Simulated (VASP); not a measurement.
# Na (Im-3m) in VASP: further runs, part 2 of 2

VASP 6.6.1. Earlier steps stand in the parts before.

**6. Single point, PBE (volume scaled by 1.06)**

The input, INCAR:

```
SYSTEM = Na
PREC = Accurate
ENCUT = 520
EDIFF = 1E-6
ISMEAR = 0
SIGMA = 0.1
LREAL = .False.
LASPH = .True.
NELM = 80
ALGO = Normal
ISIF = 2
LWAVE = .False.
LCHARG = .False.
GGA = PE
NBANDS = 10
```

The input, KPOINTS:

```
regular mesh
0
Gamma
  14 14 14
  0 0 0
```

The input, POSCAR:

```
Na
1.0
   -2.1359940822      2.1359940822      2.1359940822
    2.1359940822     -2.1359940822      2.1359940822
    2.1359940822      2.1359940822     -2.1359940822
Na
1
Direct
    0.0000000000      0.0000000000      0.0000000000
```

Potentials or basis: VASP PAW PBE potentials, release 64 (Na_pv).

The run is started by

```bash
$ cat potpaw_PBE.64/Na_pv/POTCAR > POTCAR
$ mpirun -np 1 vasp_std > vasp.out
```

OUTCAR:

```text
SYSTEM = Na
   PREC = Accurate
   ENCUT = 520
   EDIFF = 1E-6
   ISMEAR = 0
   LREAL = .False.
   LASPH = .True.
   NELM = 80
   ISIF = 2
   GGA = PE

 ion  position               nearest neighbor table
   1  0.000  0.000  0.000-

  LATTYP: Found a body centered cubic cell.
 ALAT       =     4.2719881644

  Lattice vectors:

 A1 = (  -2.1359940822,   2.1359940822,   2.1359940822)
 A2 = (   2.1359940822,  -2.1359940822,   2.1359940822)
 A3 = (   2.1359940822,   2.1359940822,  -2.1359940822)

Analysis of symmetry for initial positions (statically):
=====================================================================
 Subroutine PRICEL returns:
 Original cell was already a primitive cell.

 Routine SETGRP: Setting up the symmetry group for a
 body centered cubic supercell.

 Subroutine GETGRP returns: Found 48 space group operations
 (whereof 48 operations were pure point group operations)
 out of a pool of 48 trial point group operations.

The static configuration has the point symmetry O_h .

Analysis of symmetry for dynamics (positions and initial velocities):
=====================================================================
 Subroutine PRICEL returns:
 Original cell was already a primitive cell.

 Routine SETGRP: Setting up the symmetry group for a
 body centered cubic supercell.

 Subroutine GETGRP returns: Found 48 space group operations
 (whereof 48 operations were pure point group operations)
 out of a pool of 48 trial point group operations.

The dynamic configuration has the point symmetry O_h .

 Subroutine INISYM returns: Found 48 space group operations
 (whereof 48 operations are pure point group operations),
 and found     1 'primitive' translations

----------------------------------------------------------------------------------------

                                     Primitive cell

  volume of cell :      38.9816

  direct lattice vectors                    reciprocal lattice vectors
    -2.135994082  2.135994082  2.135994082     0.000000000  0.234083046  0.234083046
     2.135994082 -2.135994082  2.135994082     0.234083046  0.000000000  0.234083046
     2.135994082  2.135994082 -2.135994082     0.234083046  0.234083046  0.000000000

  length of vectors
     3.699650275  3.699650275  3.699650275     0.331043418  0.331043418  0.331043418

  position of ions in fractional coordinates (direct lattice)
     0.000000000  0.000000000  0.000000000

  ion indices of the primitive-cell ions
   primitive index   ion index
                 1           1

----------------------------------------------------------------------------------------

 KPOINTS: regular mesh

Automatic generation of k-mesh.
 Grid dimensions read from file:
 generate k-points for:   14   14   14

 Generating k-lattice:

  Cartesian coordinates                     Fractional coordinates (reciprocal lattice)
     0.000000000  0.016720218  0.016720218     0.071428571  0.000000000  0.000000000
     0.016720218  0.000000000  0.016720218     0.000000000  0.071428571  0.000000000
     0.016720218  0.016720218  0.000000000     0.000000000  0.000000000  0.071428571

  Length of vectors
     0.023645958  0.023645958  0.023645958

  Shift w.r.t. Gamma in fractional coordinates (k-lattice)
     0.000000000  0.000000000  0.000000000

 Subroutine IBZKPT returns following result:
 ===========================================

 Found    104 irreducible k-points:

 Following reciprocal coordinates:
            Coordinates               Weight
  0.000000  0.000000  0.000000      1.000000
  0.071429  0.000000  0.000000     12.000000
  0.142857  0.000000  0.000000     12.000000
  0.214286  0.000000  0.000000     12.000000
  0.285714  0.000000  0.000000     12.000000
  0.357143  0.000000  0.000000     12.000000
[... 16 lines left out ...]
  0.285714  0.285714  0.000000     24.000000
  0.357143  0.285714  0.000000     24.000000
 [... further k-points ...]
   k-points           NKPTS =    104   k-points in BZ     NKDIM =    104   number of bands    NBANDS=     10
   number of dos      NEDOS =    301   number of ions     NIONS =      1
   total plane-waves  NPLWV =  21952
   dimension x,y,z NGX =    28 NGY =   28 NGZ =   28
   dimension x,y,z NGXF=    56 NGYF=   56 NGZF=   56
   ions per type =               1
   NGX,Y,Z   is equivalent  to a cutoff of  12.58, 12.58, 12.58 a.u.
   NGXF,Y,Z  is equivalent  to a cutoff of  25.16, 25.16, 25.16 a.u.
 SYSTEM =  Na
   PREC   = accura    normal or accurate (medium, high low for compatibility)
   ISTART =      0    job   : 0-new  1-cont  2-samecut
   ICHARG =      2    charge: 1-file 2-atom 10-const
   ISPIN  =      1    spin polarized calculation?
   LNONCOLLINEAR =      F non collinear calculations
   LSORBIT =      F    spin-orbit coupling
   LASPH  =      T    aspherical Exc in radial PAW
   ENCUT  =  520.0 eV  38.22 Ry    6.18 a.u.   6.88  6.88  6.88*2*pi/ulx,y,z
   NELM   =     80;   NELMIN=  2; NELMDL= -5     # of ELM steps
   EDIFF  = 0.1E-05   stopping-criterion for ELM
   LREAL  =      F    real-space projection
   EDIFFG = 0.1E-04   stopping-criterion for IOM
   NSW    =      0    number of steps for IOM
   IBRION =     -1    ionic relax: 0-MD 1-quasi-New 2-CG
   NFREE  =      0    steps in history (QN), initial steepest desc. (CG)
   ISIF   =      2    stress and relaxation
   ISYM   =      2    0-nonsym 1-usesym 2-fastsym
   POTIM  = 0.5000    time-step for ionic-motion
   TEBEG  =    0.0;   TEEND  =   0.0 temperature during run
   PSTRESS=    0.0 pullay stress
   NELECT =       7.0000    total number of electrons
   NUPDOWN=      -1.0000    fix difference up-down
   EMIN   =  10.00;   EMAX   =-10.00  energy-range for DOS
   EFERMI =   0.00;   METHOD = LEGACY
   ISMEAR =     0;   SIGMA  =   0.10  broadening in eV -4-tet -1-fermi 0-gaus
   EFERMI_NEDOS =   21; number of points for ismear=-14 and -15
   IALGO  =     38    algorithm
   IMIX   =      4    mixing-type and parameters
     AMIX     =   0.40;   BMIX     =  1.00
     AMIX_MAG =   1.60;   BMIX_MAG =  1.00
  volume/ion in A,a.u.               =      38.98       263.06
  Fermi-wavevector in a.u.,A,eV,Ry     =   0.923608  1.745365 11.606462  0.853051
  Thomas-Fermi vector in A             =   2.049263
   LORBIT       =      0    0 simple, 1 ext, 2 COOP (PROOUT), +10 PAW based schemes
   GGA     = PE    functional components
   LHFCALC =     F    Hartree Fock is set to
   AEXX    =    0.0000 exact exchange contribution
   IVDW    =     0    specifies the selected vdW correction
   LEPSILON=     F    determine dielectric tensor
   LRPA    =     F    only Hartree local field effects (RPA)
 non-spin polarized calculation
 Gauss-broadening in eV      SIGMA  =   0.10
  energy-cutoff  :      520.00
  volume of cell :       38.98
 maximum number of plane-waves:      1067
   NGX = 13   NGY = 13   NGZ = 13

 number of electron       7.0000013 magnetization

 Free energy of the ion-electron system (eV)
  ---------------------------------------------------
  ext. energy  EPLUGINS =         0.00000000
  ---------------------------------------------------
  free energy    TOTEN  =        -1.30977179 eV

  energy without entropy =       -1.30669247  energy(sigma->0) =       -1.30823213

 E-fermi :   0.1649     XC(G=0):  -6.3730

 val. band max:        0.1379317829   @ k =  -0.3571   0.4286   0.1429
 cond. band min:       0.2168084983   @ k =   0.3571   0.0714   0.0714
 fundamental gap:      0.0788767154
 Fermi energy:         0.1648637136

 k-point     1 :       0.0000    0.0000    0.0000
  band No.  band energies     occupation
      1     -24.7538      2.00000
      2     -24.7538      2.00000
      3     -24.7538      2.00000
      4      -2.9855      2.00000
      5      11.5981      0.00000
      6      11.5981      0.00000
      7      11.5981      0.00000
      8      12.5712      0.00000
      9      12.5712      0.00000
     10      13.1066      0.00000
[... 287 lines left out ...]
 k-point    24 :       0.3571    0.2857    0.0000
  band No.  band energies     occupation
      1     -24.7763      2.00000
      2     -24.7718      2.00000
      3     -24.7574      2.00000
      4       1.8645      0.00000
      5       2.2471      0.00000
      6       3.4492      0.00000
      7       7.9117      0.00000
      8      12.0732      0.00000
      9      12.9498      0.00000
     10      13.9083      0.00000

 [... further k-points ...]

------------------------ aborting loop because EDIFF is reached ----------------------------------------

  FORCE on cell =-STRESS in cart. coord.  units (eV):
  Direction    XX          YY          ZZ          XY          YZ          ZX
  --------------------------------------------------------------------------------------
  -------------------------------------------------------------------------------------
  Total       -0.0968455     -0.0968455     -0.0968455      0.0000000      0.0000000      0.0000000
  in kB       -3.9804295     -3.9804295     -3.9804295      0.0000000      0.0000000      0.0000000
  external PRESSURE =      -3.9804295 kB  Pullay stress =       0.0000000 kB

 VOLUME and BASIS-vectors are now :
 -----------------------------------------------------------------------------
  energy-cutoff  :      520.00
  volume of cell :       38.98
      direct lattice vectors                 reciprocal lattice vectors
    -2.135994082  2.135994082  2.135994082     0.000000000  0.234083046  0.234083046
     2.135994082 -2.135994082  2.135994082     0.234083046  0.000000000  0.234083046
     2.135994082  2.135994082 -2.135994082     0.234083046  0.234083046  0.000000000

 POSITION                                       TOTAL-FORCE (eV/Angst)
 -----------------------------------------------------------------------------------
      0.00000      0.00000      0.00000        -0.000000      0.000000      0.000000
 -----------------------------------------------------------------------------------
    total drift:                               -0.000000     -0.000000     -0.000000

  FREE ENERGIE OF THE ION-ELECTRON SYSTEM (eV)
  ---------------------------------------------------
  free  energy   TOTEN  =        -1.3097717855 eV

  energy  without entropy=       -1.3066924692  energy(sigma->0) =       -1.30823213
```

OSZICAR:

```text
N       E                     dE             d eps       ncg     rms          rms(c)
DAV:   1     0.271608211119E+02    0.27161E+02   -0.37964E+03  2086   0.585E+02
DAV:   2    -0.677701552042E+00   -0.27839E+02   -0.27722E+02  2140   0.146E+02
DAV:   3    -0.130484315571E+01   -0.62714E+00   -0.62671E+00  2562   0.239E+01
DAV:   4    -0.131016349152E+01   -0.53203E-02   -0.53199E-02  2510   0.216E+00
DAV:   5    -0.131024643280E+01   -0.82941E-04   -0.82941E-04  2422   0.265E-01    0.202E-01
DAV:   6    -0.130996971307E+01    0.27672E-03   -0.48459E-04  2434   0.263E-01    0.137E-01
DAV:   7    -0.130977948531E+01    0.19023E-03   -0.10054E-03  2340   0.315E-01    0.157E-02
DAV:   8    -0.130977146255E+01    0.80228E-05   -0.47465E-05  2568   0.113E-01    0.236E-03
DAV:   9    -0.130977178545E+01   -0.32290E-06   -0.21123E-07  1496   0.490E-03
   1 F= -.13097718E+01 E0= -.13082321E+01  d E =-.307932E-02
```

stdout:

```text
POSCAR found type information on POSCAR Na
 POSCAR found :  1 types and       1 ions
 scaLAPACK will be used
 LDA part: xc-table for (Slater+PW92), standard interpolation
 POSCAR, INCAR and KPOINTS ok, starting setup
 FFT: planning ... GRIDC
 FFT: planning ... GRID_SOFT
 FFT: planning ... GRID
 WAVECAR not read
 entering main loop
```

It took 18 s on 1 thread of Intel Xeon Platinum 8375C at 2.90GHz (Ice Lake), shared host; peak memory 0.16 GiB.

Results:

```
Free energy : -1.3098 eV
Pressure    : -0.4 GPa
```

**7. The runs side by side**

```tsv
cell	gap on the mesh (eV)	pressure (GPa)
a = 3.592 Å, angles 109.5°, 1 atom	none	0.3
a = 3.628 Å, angles 109.5°, 1 atom	none	0.0
a = 3.664 Å, angles 109.5°, 1 atom	none	-0.2
a = 3.708 Å, angles 109.5°, 1 atom	none	-0.4
a = 3.700 Å, angles 109.5°, 1 atom	none	-0.4
```

Alike in all rows: task single point; level PBE; potentials or basis VASP PAW PBE potentials, release 64 (Na_pv); no spin polarisation; k mesh 14 × 14 × 14; cutoff (eV) 520; smearing gaussian 0.1 eV.

Total energies depend on the potentials used, so only differences within one code and one set of settings carry meaning.
